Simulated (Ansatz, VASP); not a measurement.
**CaSi2N3: VASP beside Ansatz**

The input INCAR:

```
PREC = Accurate
ENCUT = 520
EDIFF = 1E-6
ISMEAR = 0
SIGMA = 0.1
LREAL = False
LASPH = True
NELM = 80
ALGO = Fast
ISIF = 2
LWAVE = False
LCHARG = True
GGA = PE
LELF = True
LVHAR = True
NBANDS = 26
```

Contents of KPOINTS:

```
Automatic mesh
0
Gamma
  6 6 6
```

File POSCAR:

```
CaSi2N3
1.0
    5.3175034300      0.0000000000      0.0000000000
   -2.6587517100      4.6050930500      0.0000000000
    0.0000000000      0.0000000000      3.2214362700
Ca Si N
1 2 3
Direct
    0.0000000000      0.0000000000      0.0000000000
    0.3333333300      0.6666666700      0.0000000000
    0.6666666700      0.3333333300      0.0000000000
    0.5000000000      0.0000000000      0.5000000000
    0.5000000000      0.5000000000      0.5000000000
    0.0000000000      0.5000000000      0.5000000000
```

Input for Ansatz:

```yaml
crystal:
  lattice:
    - [5.31750343, 0.0, 0.0]
    - [-2.65875171, 4.60509305, 0.0]
    - [0.0, 0.0, 3.22143627]
  atoms:
    - { symbol: Ca, position: [0.0, 0.0, 0.0] }
    - { symbol: Si, position: [0.33333333, 0.66666667, 0.0] }
    - { symbol: Si, position: [0.66666667, 0.33333333, 0.0] }
    - { symbol: "N", position: [0.5, 0.0, 0.5] }
    - { symbol: "N", position: [0.5, 0.5, 0.5] }
    - { symbol: "N", position: [0.0, 0.5, 0.5] }
basis:
  ecutwfc: 420
kpoints:
  mp_grid: { grid: [6, 6, 6] }
hamiltonian:
  xc: pbe
scf:
  occupations: { method: gaussian, width: 0.1 }
  lower_state_search: "off"
output:
  forces: true
  stress: true
  eigenvalues: true
```

Change from the starting cell: species swapped into the YbCo3B2 type (P6/mmm, No. 191).

Alike in both runs: task single point; functional PBE; k mesh 6 × 6 × 6; occupations gaussian, width 0.1 eV; no spin polarisation.

|  | VASP | Ansatz |
| --- | --- | --- |
| version | VASP 6.6.1 | Ansatz 0.2.0 |
| potentials or method | VASP PAW PBE potentials, release 64 (Ca_sv, Si, N), cutoff 520 eV | scalar-relativistic, plane waves, PAW |
| valence electrons in the cell | 33 | 33 |

Ansatz gave:

* gap on the k mesh at the Fermi level (eV): none
* pressure (GPa): -17.6
* traceless stress, the component that is largest in VASP (GPa): -41.19

Question: What did VASP give for the same quantities?

Answer: gap on the k mesh at the Fermi level (eV): none; pressure (GPa): -17.5; traceless stress, the component that is largest in VASP (GPa): -41.09.

A gap of «none» marks a metal or a gap that the smearing closes.
